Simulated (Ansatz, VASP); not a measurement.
# One calculation of Cu, two programs

INCAR

```
PREC = Accurate ; ENCUT = 520
EDIFF = 1E-6 ; ISMEAR = -1
SIGMA = 0.08 ; LREAL = False
LASPH = True ; NELM = 80
ALGO = Normal ; ISIF = 2
LWAVE = False ; LCHARG = False
GGA = PS ; NBANDS = 12
```

File KPOINTS:

```
Automatic mesh
0
Gamma
  19 19 19
```

The input POSCAR:

```
Cu
1.0
    0.0000000000      1.8312856224      1.8312856224
    1.8312856224      0.0000000000      1.8312856224
    1.8312856224      1.8312856224      0.0000000000
Cu
1
Direct
    0.0000000000      0.0000000000      0.0000000000
```

Input for Ansatz:

```yaml
crystal:
  lattice:
    - [0.0, 1.8312856224, 1.8312856224]
    - [1.8312856224, 0.0, 1.8312856224]
    - [1.8312856224, 1.8312856224, 0.0]
  atoms:
    - { symbol: Cu, position: [0.0, 0.0, 0.0] }
kpoints:
  mp_grid: { grid: [19, 19, 19] }
  band_path:
    path:
      - [0.0, 0.0, 0.0]
      - [0.5, 0.0, 0.5]
      - [0.625, 0.25, 0.625]
      - [0.375, 0.375, 0.75]
      - [0.0, 0.0, 0.0]
      - [0.5, 0.5, 0.5]
      - [0.5, 0.25, 0.75]
      - [0.5, 0.0, 0.5]
    npoints: 5
scf:
  occupations: { method: fermi_dirac, width: 0.08 }
hamiltonian:
  xc: pbesol
  pseudopotentials: { kind: all_electron, lapw: { basis_error: 0.00025 } }
output:
  forces: true
  stress: true
  eigenvalues: true
```

Change from the starting cell: volume scaled by 1.04.

Alike in both runs: task single point; functional PBEsol; k mesh 19 × 19 × 19; occupations fermi-dirac, width 0.08 eV; no spin polarisation.

```csv
,VASP,Ansatz
version,VASP 6.6.1,Ansatz 0.2.0
potentials or method,"VASP PAW PBE potentials, release 64 (Cu), cutoff 520 eV","all-electron LAPW, scalar-relativistic"
```

VASP gave:

| Quantity | Value |
| --- | --- |
| pressure (GPa) | -10.6 |

Task: Which values does Ansatz return?

Result: Pressure (GPa): -11.3.

VASP's potentials were made for PBE, not for PBEsol. Ansatz ran all-electron here, and VASP with PAW potentials.
